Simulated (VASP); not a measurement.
Runs of VASP 6.6.1 on Ag. The structure is that of space group Fm-3m (No. 225), or close to it. The cells are those of the table. 

```tsv
task	cell	k mesh	cutoff (eV)	gap on the mesh (eV)	pressure (GPa)
single point	a = 4.521 Å, angles 60.0°, 3 atoms	6 × 6 × 6	520	none	-0.3
single point	a = 4.511 Å, angles 60.0°, 3 atoms	12 × 12 × 12	520	none	-0.1
relaxation of cell and atoms	relaxed from a = 4.438 Å, angles 60.0°, 3 atoms	6 × 6 × 6	600	none	0.0
single point	a = 4.438 Å, angles 60.0°, 3 atoms	6 × 6 × 6	520	none	(a)
```

Alike in all rows: level PBE; potentials or basis VASP PAW PBE potentials, release 64 (Ag); no spin polarisation; smearing gaussian 0.1 eV.

Problem. Fill in the values left out.

Solution. (a) 3.6.

A k mesh can miss the band edges, and the runs leave out spin-orbit coupling on Ag.

A gap of «none» marks levels without a gap at the run's occupations.
